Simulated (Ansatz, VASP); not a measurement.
## Two plane-wave programs on C

The input INCAR:

```
SYSTEM = C
ALGO = Normal ; EDIFF = 1E-6
ENCUT = 520 ; GGA = PE
ISIF = 2 ; ISMEAR = -1
LASPH = .True. ; LCHARG = .True.
LELF = .True. ; LREAL = .False.
LVHAR = .True. ; LWAVE = .False.
NBANDS = 13 ; NELM = 60
PREC = Accurate ; SIGMA = 0.1
```

File KPOINTS:

```
k-points
0
Gamma
  7 7 27
  0 0 0
```

The input POSCAR:

```
C
1.0
    6.3111294297      0.0000000001      0.0000000000
   -3.1555647149      5.4655984127      0.0000000000
    0.0000000000      0.0000000000      1.2842564679
C
3
Direct
    0.0000000000      0.0000000000      0.0000000000
    0.3333333333      0.6666666667      0.5000000000
    0.6666666667      0.3333333333      0.5000000000
```

Input for Ansatz:

```yaml
crystal:
  lattice:
    - [6.3111294297, 1.0e-10, 0.0]
    - [-3.1555647149, 5.4655984127, 0.0]
    - [0.0, 0.0, 1.2842564679]
  atoms:
    - { symbol: C, position: [0.0, 0.0, 0.0] }
    - { symbol: C, position: [0.3333333333, 0.6666666667, 0.5] }
    - { symbol: C, position: [0.6666666667, 0.3333333333, 0.5] }
hamiltonian:
  xc: pbe
  pseudopotentials:
    kind: paw
    azcp:
      C: "pseudopotentials/C.paw.azcp"
basis:
  ecutwfc: 420
  fft_grid_basis: typed
kpoints:
  mp_grid: { grid: [7, 7, 27], shift: [0, 0, 0] }
magnetization:
  spin_polarized: false
scf:
  occupations: { method: fermi_dirac, width: 0.1 }
  lower_state_search: "off"
output:
  stress: true
```

Alike in both runs: task single point; functional PBE; k mesh 7 × 7 × 27; occupations fermi-dirac, width 0.1 eV; no spin polarisation.

|  | VASP | Ansatz |
| --- | --- | --- |
| version | VASP 6.6.1 | Ansatz 0.2.0 |
| potentials or method | VASP PAW PBE potentials, release 64 (C), cutoff 520 eV | plane waves (420 eV) with PAW, scalar-relativistic |
| valence electrons in the cell | 12 | 12 |

```csv
,VASP,Ansatz,Ansatz less VASP
pressure (GPa),-0.1,0.0,+0.17
"traceless stress, the component that is largest in VASP (GPa)",-2.05,-1.90,+0.147
```

The functional is the same, so the differences come from potentials, cutoffs and numerics.
